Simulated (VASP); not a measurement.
Here is a VASP 6.6.1 calculation.

Contents of INCAR:

```
PREC = Accurate ; ENCUT = 520
EDIFF = 1E-6 ; ISMEAR = 0
SIGMA = 0.1 ; LREAL = F
LASPH = T ; NELM = 80
ALGO = Normal ; ISIF = 2
LWAVE = F ; LCHARG = T
LDIPOL = T ; IDIPOL = 3
DIPOL = 0.5 0.5 0.343 ; GGA = PE
IVDW = 12 ; LELF = T
LVHAR = T ; LVACPOTAV = T
NBANDS = 16
```

The input KPOINTS:

```
regular mesh
0
Gamma
  15 15 1
```

The input POSCAR:

```
C
1.0
    2.4656524409      0.0000000000      0.0000000000
   -1.2328262205      2.1353176508      0.0000000000
    0.0000000000      0.0000000000     17.5000663883
C
4
Direct
    0.6666666667      0.3333333333      0.2571437784
    0.3333333333      0.6666666667      0.2571418816
    0.6666666667      0.8333333333      0.4291450227
    0.3333333333      1.1666666667      0.4291431259
```

Potentials or basis: VASP PAW PBE potentials, release 64 (C).

The run is started by

```console
$ cat potpaw_PBE.64/C/POTCAR > POTCAR
$ mpirun -np 1 vasp_std > vasp.out
```

Problem. What does it give for the band gap on the k mesh?

Solution. 0.41 eV, direct.

Problem. What does it give for the largest force?

Solution. 0.143 eV/Å.

Problem. What does it give for the dispersion energy per atom?

Solution. -0.129 eV.

Forces in eV/Å, atoms in the order of the input:
```
C   -0.003 -0.001 -0.143
C    0.003  0.001 -0.143
C   -0.003 -0.001  0.143
C    0.003  0.001  0.143
```
